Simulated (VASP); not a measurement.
Co:

```
Co
1.0
     2.50904    0.00000    0.00000
    -1.25452    2.17289    0.00000
     0.00000    0.00000    4.06465
Co
2
Direct
  0.33333 0.66667 0.25000
  0.66667 0.33333 0.75000
```

```yaml
Program: VASP 6.6.1
Task: relaxation of cell and atoms
Functional: PBEsol
Potentials_or_basis: VASP PAW PBE potentials, release 64 (Co_sv)
Cutoff: 600 eV
k_mesh: 17 × 17 × 9
Occupations: fermi-dirac, width 0.1 eV
Spin: collinear spin, ferromagnetic start
Starting_moments: "[1.7, 1.7] μB"
```

At the start: pressure -16.9 GPa; volume 11.08 Å³/atom.

Where does the relaxation end?

Over 14 steps the energy falls by 46.4 meV/atom and the volume is 10.26 Å³/atom (-7.4 %); space group P6_3/mmc (No. 194, to 0.1 Å) before and after; moment 3.12 μB per cell.

The path:
```csv
step,energy change (eV),largest force (eV/Å),pressure (GPa),volume (Å³)
1,0.0000,0.0000,-16.91,22.16
2,0.0791,0.0000,31.45,18.62
3,-0.0927,0.0000,-0.50,20.56
4,-0.0928,0.0000,-0.05,20.53
5,-0.0927,0.0000,0.35,20.49
6,-0.0928,0.0000,-0.41,20.55
7,-0.0928,0.0000,-0.15,20.53
8,-0.0928,0.0000,-0.09,20.53
9,-0.0928,0.0000,-0.09,20.53
10,-0.0928,0.0000,-0.10,20.53
11,-0.0928,0.0000,0.03,20.52
12,-0.0928,0.0000,-0.07,20.52
13,-0.0928,0.0000,0.11,20.51
14,-0.0928,0.0000,0.03,20.52
```

Final structure:
```xyz
2
Lattice="2.4474 0.0000 0.0000 -1.2237 2.1195 0.0000 0.0000 0.0000 3.9558" Properties=species:S:1:pos:R:3 pbc="T T T"
Co    0.0000    1.4130    0.9889
Co    1.2237    0.7065    2.9668
```

Caveat: the PAW data sets were made with another functional, which shifts forces and pressure a little.
